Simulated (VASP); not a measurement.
# AlCu3 (R-3m) in VASP: notebook, part 2 of 2

VASP 6.6.1.

### 3 Single point, LDA (10.18 Å³/atom)

Input file INCAR:

```
SYSTEM = AlCu3
PREC = Accurate
ENCUT = 520
EDIFF = 1E-6
ISMEAR = 0
SIGMA = 0.15
LREAL = .FALSE.
LASPH = .TRUE.
NELM = 100
ALGO = Fast
ISIF = 2
LWAVE = .FALSE.
LCHARG = .FALSE.
GGA = CA
NBANDS = 26
```

Input file KPOINTS:

```
Automatic mesh
0
G
  14 14 14
  0 0 0
```

Input file POSCAR:

```
AlCu3
1.0
    0.3419548981      2.9117562366      2.9117562366
    2.9117562366      0.3419548981      2.9117562366
    2.9117562366      2.9117562366      0.3419548981
Al Cu
1 3
Direct
    0.0000000000      0.0000000000      0.0000000000
    0.5000000000      0.5000000000      0.5000000000
    0.2500000000      0.2500000000      0.2500000000
    0.7500000000      0.7500000000      0.7500000000
```

Potentials or basis: VASP PAW LDA potentials, release 64 (Al, Cu).

Run with:

```
> cat potpaw_LDA.64/Al/POTCAR potpaw_LDA.64/Cu/POTCAR > POTCAR
> mpirun -np 1 vasp_std > vasp.out
```

OUTCAR:

```text
SYSTEM = AlCu3
   PREC = Accurate
   ENCUT = 520
   EDIFF = 1E-6
   ISMEAR = 0
   LREAL = .FALSE.
   LASPH = .TRUE.
   NELM = 100
   ISIF = 2
   GGA = CA

 ion  position               nearest neighbor table
   1  0.000  0.000  0.000-   4 2.28   4 2.28   4 2.28   3 2.28   3 2.28   3 2.28   4 2.67   3 2.67
                             2 2.75   2 2.75   2 2.75   2 2.75   2 2.75   2 2.75
   2  0.500  0.500  0.500-   3 2.28   3 2.28   3 2.28   4 2.28   4 2.28   4 2.28   4 2.67   3 2.67
                             1 2.75   1 2.75   1 2.75   1 2.75   1 2.75   1 2.75
   3  0.250  0.250  0.250-   1 2.28   1 2.28   1 2.28   2 2.28   2 2.28   2 2.28   2 2.67   1 2.67
                             4 2.75   4 2.75   4 2.75   4 2.75   4 2.75   4 2.75
   4  0.750  0.750  0.750-   2 2.28   2 2.28   2 2.28   1 2.28   1 2.28   1 2.28   2 2.67   1 2.67
                             3 2.75   3 2.75   3 2.75   3 2.75   3 2.75   3 2.75

  LATTYP: Found a trigonal (rhomboedric) cell.
 ALAT       =     4.1320191088
 COS(alpha) =     0.6132106929

  Lattice vectors:

 A1 = (   0.3419548981,   2.9117562366,   2.9117562366)
 A2 = (   2.9117562366,   0.3419548981,   2.9117562366)
 A3 = (   2.9117562366,   2.9117562366,   0.3419548981)

Analysis of symmetry for initial positions (statically):
=====================================================================
 Subroutine PRICEL returns:
 Original cell was already a primitive cell.

 Routine SETGRP: Setting up the symmetry group for a
 trigonal (rhombohedral) supercell.

 Subroutine GETGRP returns: Found 12 space group operations
 (whereof 12 operations were pure point group operations)
 out of a pool of 12 trial point group operations.

The static configuration has the point symmetry D_3d.

Analysis of symmetry for dynamics (positions and initial velocities):
=====================================================================
 Subroutine PRICEL returns:
 Original cell was already a primitive cell.

 Routine SETGRP: Setting up the symmetry group for a
 trigonal (rhombohedral) supercell.

 Subroutine GETGRP returns: Found 12 space group operations
 (whereof 12 operations were pure point group operations)
 out of a pool of 12 trial point group operations.

The dynamic configuration has the point symmetry D_3d.

 Subroutine INISYM returns: Found 12 space group operations
 (whereof 12 operations are pure point group operations),
 and found     1 'primitive' translations

----------------------------------------------------------------------------------------

                                     Primitive cell

  volume of cell :      40.7160

  direct lattice vectors                    reciprocal lattice vectors
     0.341954898  2.911756237  2.911756237    -0.205358857  0.183776281  0.183776281
     2.911756237  0.341954898  2.911756237     0.183776281 -0.205358857  0.183776281
     2.911756237  2.911756237  0.341954898     0.183776281  0.183776281 -0.205358857

  length of vectors
     4.132019109  4.132019109  4.132019109     0.331239647  0.331239647  0.331239647

  position of ions in fractional coordinates (direct lattice)
     0.000000000  0.000000000  0.000000000
     0.500000000  0.500000000  0.500000000
     0.250000000  0.250000000  0.250000000
     0.750000000  0.750000000  0.750000000

  ion indices of the primitive-cell ions
   primitive index   ion index
                 1           1
                 2           2
                 3           3
                 4           4

[... 31 lines left out ...]
  0.214286  0.000000  0.000000      6.000000
  0.285714  0.000000 -0.000000      6.000000
  0.357143  0.000000  0.000000      6.000000
[... 16 lines left out ...]
  0.214286  0.142857  0.000000     12.000000
  0.285714  0.142857 -0.000000     12.000000
 [... further k-points ...]
   k-points           NKPTS =    288   k-points in BZ     NKDIM =    288   number of bands    NBANDS=     26
   number of dos      NEDOS =    301   number of ions     NIONS =      4
   total plane-waves  NPLWV =  32768
   dimension x,y,z NGX =    32 NGY =   32 NGZ =   32
   dimension x,y,z NGXF=    64 NGYF=   64 NGZF=   64
   ions per type =               1   3
   NGX,Y,Z   is equivalent  to a cutoff of  12.87, 12.87, 12.87 a.u.
   NGXF,Y,Z  is equivalent  to a cutoff of  25.75, 25.75, 25.75 a.u.
 SYSTEM =  AlCu3
   PREC   = accura    normal or accurate (medium, high low for compatibility)
   ISTART =      0    job   : 0-new  1-cont  2-samecut
   ICHARG =      2    charge: 1-file 2-atom 10-const
   ISPIN  =      1    spin polarized calculation?
   LNONCOLLINEAR =      F non collinear calculations
   LSORBIT =      F    spin-orbit coupling
   LASPH  =      T    aspherical Exc in radial PAW
   ENCUT  =  520.0 eV  38.22 Ry    6.18 a.u.   7.68  7.68  7.68*2*pi/ulx,y,z
   NELM   =    100;   NELMIN=  2; NELMDL= -5     # of ELM steps
   EDIFF  = 0.1E-05   stopping-criterion for ELM
   LREAL  =      F    real-space projection
   EDIFFG = 0.1E-04   stopping-criterion for IOM
   NSW    =      0    number of steps for IOM
   IBRION =     -1    ionic relax: 0-MD 1-quasi-New 2-CG
   NFREE  =      0    steps in history (QN), initial steepest desc. (CG)
   ISIF   =      2    stress and relaxation
   ISYM   =      2    0-nonsym 1-usesym 2-fastsym
   POTIM  = 0.5000    time-step for ionic-motion
   TEBEG  =    0.0;   TEEND  =   0.0 temperature during run
   PSTRESS=    0.0 pullay stress
   NELECT =      36.0000    total number of electrons
   NUPDOWN=      -1.0000    fix difference up-down
   EMIN   =  10.00;   EMAX   =-10.00  energy-range for DOS
   EFERMI =   0.00;   METHOD = LEGACY
   ISMEAR =     0;   SIGMA  =   0.15  broadening in eV -4-tet -1-fermi 0-gaus
   EFERMI_NEDOS =   21; number of points for ismear=-14 and -15
   IALGO  =     68    algorithm
   IMIX   =      4    mixing-type and parameters
     AMIX     =   0.40;   BMIX     =  1.00
     AMIX_MAG =   1.60;   BMIX_MAG =  1.00
  volume/ion in A,a.u.               =      10.18        68.69
  Fermi-wavevector in a.u.,A,eV,Ry     =   1.571281  2.969291 33.591766  2.468925
  Thomas-Fermi vector in A             =   2.672889
   LORBIT       =      0    0 simple, 1 ext, 2 COOP (PROOUT), +10 PAW based schemes
   GGA     = CA    functional components
   LHFCALC =     F    Hartree Fock is set to
   AEXX    =    0.0000 exact exchange contribution
   IVDW    =     0    specifies the selected vdW correction
   LEPSILON=     F    determine dielectric tensor
   LRPA    =     F    only Hartree local field effects (RPA)
 non-spin polarized calculation
 RMM-DIIS sequential band-by-band and
 Gauss-broadening in eV      SIGMA  =   0.15
  energy-cutoff  :      520.00
  volume of cell :       40.72
 maximum number of plane-waves:      1117
   NGX = 15   NGY = 15   NGZ = 15

 number of electron      36.0000007 magnetization

 Free energy of the ion-electron system (eV)
  ---------------------------------------------------
  ext. energy  EPLUGINS =         0.00000000
  ---------------------------------------------------
  free energy    TOTEN  =       -17.78121917 eV

  energy without entropy =      -17.77129907  energy(sigma->0) =      -17.77625912

 E-fermi :  10.9047     XC(G=0): -13.5478

 val. band max:       10.9033848848   @ k =   0.4286   0.3571   0.1429
 cond. band min:      10.9052319647   @ k =   0.2143   0.1429   0.0000
 fundamental gap:      0.0018470799
 Fermi energy:        10.9046633624

 k-point     1 :       0.0000    0.0000    0.0000
  band No.  band energies     occupation
      1      -1.1555      2.00000
      2       4.9315      2.00000
      3       4.9763      2.00000
      4       4.9763      2.00000
      5       5.2887      2.00000
      6       5.2887      2.00000
[... 685 lines left out ...]
     25      20.3562      0.00000
     26      22.8224      0.00000

 [... further k-points ...]

------------------------ aborting loop because EDIFF is reached ----------------------------------------

  FORCE on cell =-STRESS in cart. coord.  units (eV):
  Direction    XX          YY          ZZ          XY          YZ          ZX
  --------------------------------------------------------------------------------------
  -------------------------------------------------------------------------------------
  Total        9.3566976      9.3566976      9.3566976     -3.7180512     -3.7180512     -3.7180512
  in kB      368.1866774    368.1866774    368.1866774   -146.3055656   -146.3055656   -146.3055656
  external PRESSURE =     368.1866774 kB  Pullay stress =       0.0000000 kB

 VOLUME and BASIS-vectors are now :
 -----------------------------------------------------------------------------
  energy-cutoff  :      520.00
  volume of cell :       40.72
      direct lattice vectors                 reciprocal lattice vectors
     0.341954898  2.911756237  2.911756237    -0.205358857  0.183776281  0.183776281
     2.911756237  0.341954898  2.911756237     0.183776281 -0.205358857  0.183776281
     2.911756237  2.911756237  0.341954898     0.183776281  0.183776281 -0.205358857

 POSITION                                       TOTAL-FORCE (eV/Angst)
 -----------------------------------------------------------------------------------
      0.00000      0.00000      0.00000        -0.000000      0.000000     -0.000000
      3.08273      3.08273      3.08273        -0.000000     -0.000000     -0.000000
      1.54137      1.54137      1.54137         0.015810      0.015810      0.015810
      4.62410      4.62410      4.62410        -0.015810     -0.015810     -0.015810
 -----------------------------------------------------------------------------------
    total drift:                               -0.000000      0.000000      0.000000

  FREE ENERGIE OF THE ION-ELECTRON SYSTEM (eV)
  ---------------------------------------------------
  free  energy   TOTEN  =       -17.7812191722 eV

  energy  without entropy=      -17.7712990700  energy(sigma->0) =      -17.77625912
```

Run time: 2.6 min. Hardware: 1 thread of Intel Xeon 6975P-C (Granite Rapids), shared host; peak memory 0.35 GiB.

What came out:

| Quantity | Value |
| --- | --- |
| Free energy | -17.7812 eV |
| Pressure | 36.8 GPa |
| Largest force | 0.027 eV/Å |
| Band gap on the k mesh | zero (bands 18 and 19 overlap by 6.81 eV) |

Forces in eV/Å, atoms in the order of the input:
```
Al   0.000  0.000  0.000
Cu   0.000  0.000  0.000
Cu   0.016  0.016  0.016
Cu  -0.016 -0.016 -0.016
```

Caveat: the cell stands under pressure.

### 4 Single point, LDA (10.18 Å³/atom)

Input file INCAR:

```
PREC = Accurate
ENCUT = 520
EDIFF = 1E-6
ISMEAR = 0
SIGMA = 0.15
LREAL = False
LASPH = True
NELM = 60
ALGO = Fast
ISIF = 2
LWAVE = False
LCHARG = False
NBANDS = 26
```

Input file KPOINTS:

```
regular mesh
0
Gamma
  14 14 14
```

Input file POSCAR:

```
AlCu3
1.0
    0.1114955366      2.7873884153      2.7873884153
    2.7873884153      0.1114955366      2.7873884153
    2.7873884153      2.7873884153      0.1114955366
Al Cu
1 3
Direct
    0.0000000000      0.0000000000      0.0000000000
    0.5000000000      0.5000000000      0.5000000000
    0.2500000000      0.2500000000      0.2500000000
    0.7500000000      0.7500000000      0.7500000000
```

Run with:

```
> cat potpaw_LDA.64/Al/POTCAR potpaw_LDA.64/Cu/POTCAR > POTCAR
> mpirun -np 1 vasp_std > vasp.out
```

Run time: 3.4 min. Hardware: 1 thread of Intel Xeon 6975P-C (Granite Rapids), shared host; peak memory 0.34 GiB.

It converged, with:

```
Free energy            : -18.4768 eV
Pressure               : 30.5 GPa
Largest force          : 0.027 eV/Å
Band gap on the k mesh : zero (bands 18 and 19 overlap by 6.51 eV)
```

Forces in eV/Å, atoms in the order of the input:
```
Al   0.000  0.000  0.000
Cu   0.000  0.000  0.000
Cu   0.016  0.016  0.016
Cu  -0.016 -0.016 -0.016
```

Stress tensor (GPa, compression positive):
```
30.52 -6.61 -6.61
-6.61 30.52 -6.61
-6.61 -6.61 30.52
```

Levels at points of the mesh, in eV from the Fermi level:
```
           k point  band 15  band 16  band 17  band 18  band 19  band 20  band 21  band 22
(0.00, 0.00, 0.00)    -2.95    -2.95     3.22     4.13     4.25     4.25     4.95     4.95
(0.50, 0.00, 0.00)    -2.92    -2.89    -2.53     2.45     2.73     3.10     3.31     4.33
(0.50, 0.50, 0.00)    -2.85    -2.78    -2.69    -2.42    -2.38     2.22     3.28    11.33
(0.50, 0.50, 0.50)    -2.93    -2.93    -2.56     3.12     3.12     3.72     3.72     5.02
```

Caveat: the cell stands under pressure.

### 5 Overview

| cell | gap on the mesh (eV) | pressure (GPa) | largest force (eV/Å) |
| --- | --- | --- | --- |
| a = 3.787 Å, angles 62.7°, 4 atoms | none | 30.7 | 0.05 |
| a = 4.132 Å, angles 52.2°, 4 atoms | none | 36.8 | 0.03 |
| a = 3.944 Å, angles 57.3°, 4 atoms | none | 30.5 | 0.03 |

Alike in all rows: task single point; level LDA; potentials or basis VASP PAW LDA potentials, release 64 (Al, Cu); no spin polarisation; k mesh 14 × 14 × 14; cutoff (eV) 520; smearing gaussian 0.15 eV.

Caveats: the cell stands under pressure.

Total energies depend on the potentials used, so only differences within one code and one set of settings carry meaning.

The gap in the log of VASP goes by the Fermi energy; the results here count the filled bands.